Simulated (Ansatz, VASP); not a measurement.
**In in VASP and in Ansatz**

The input POSCAR:

```
In
1.0
    3.3354847820      0.0000000000      0.0000000000
   -1.6677423910      2.8886145552      0.0000000000
    0.0000000000      0.0000000000      5.5091429200
In
2
Direct
    0.6666666667      0.3333333333      0.7500000000
    0.3333333333      0.6666666667      0.2500000000
```

File INCAR.step1:

```
  PREC = Accurate
  ENCUT = 520
  EDIFF = 1E-5
  ISMEAR = -1
  SIGMA = 0.05
  LREAL = False
  LASPH = True
  NELM = 80
  ALGO = Normal
  ISIF = 2
  LWAVE = True
  GGA = PE
  NBANDS = 20
```

File INCAR.step2:

```
  PREC = Accurate
  ENCUT = 520
  EDIFF = 1E-6
  ISMEAR = -1
  SIGMA = 0.05
  LREAL = False
  LASPH = True
  NELM = 80
  ALGO = Normal
  ISIF = 2
  LWAVE = False
  LCHARG = True
  GGA = PE
  LHFCALC = True
  AEXX = 0.25
  HFSCREEN = 0.3
  PRECFOCK = Normal
  LELF = True
  LVHAR = True
  ISTART = 1
  NBANDS = 20
```

The input KPOINTS:

```
regular mesh
0
Gamma
  5 5 3
```

Contents of input:

```
crystal:
  lattice:
    - [3.335484782, 0.0, 0.0]
    - [-1.667742391, 2.8886145552, 0.0]
    - [0.0, 0.0, 5.50914292]
  atoms:
    - { symbol: In, position: [0.6666666667, 0.3333333333, 0.75] }
    - { symbol: In, position: [0.3333333333, 0.6666666667, 0.25] }
hamiltonian:
  xc: { exchange: pbe, correlation: pbe, exx: { coeff: 0.25, omega: 0.3 } }
  pseudopotentials: { kind: paw }
kpoints:
  mp_grid: { grid: [5, 5, 3] }
  band_path:
    path:
      - [[0.0, 0.0, 0.0], [0.5, 0.0, 0.0], [0.3333333333, 0.3333333333, 0.0], [0.0, 0.0, 0.0], [0.0, 0.0, 0.5], [0.5, 0.0, 0.5], [0.3333333333, 0.3333333333, 0.5], [0.0, 0.0, 0.5]]
      - [[0.5, 0.0, 0.5], [0.5, 0.0, 0.0]]
      - [[0.3333333333, 0.3333333333, 0.0], [0.3333333333, 0.3333333333, 0.5]]
    npoints: 4
scf:
  occupations: { method: fermi_dirac, width: 0.05 }
  n_extra_bands: 6
output:
  forces: true
  stress: true
  eigenvalues: true
  fatbands: false
```

Alike in both runs: functional PBE-based screened hybrid; k mesh 5 × 5 × 3; occupations fermi-dirac, width 0.05 eV; no spin polarisation.

|  | VASP | Ansatz |
| --- | --- | --- |
| version | VASP 6.6.1 | Ansatz 0.2.0 |
| potentials or method | VASP PAW PBE potentials, release 64 (In_d) | Ansatz PAW |
| plane-wave cutoff (eV) | 520 | 420 |
| valence electrons in the cell | 26 | 26 |
| task | single point | band structure |

```tsv
	VASP	Ansatz	Ansatz less VASP
gap on the k mesh at the Fermi level (eV)	none	none	-
pressure (GPa)	0.1	0.3	+0.20
traceless stress, the component that is largest in VASP (GPa)	0.33	0.34	+0.004
```

VASP's potentials were made for PBE, not for PBE-based screened hybrid. A gap of «none» marks a metal or a gap that the smearing closes. The functional is the same, so the differences come from potentials, cutoffs and numerics.

The k mesh is coarse, so the values compare programs but aren't converged.
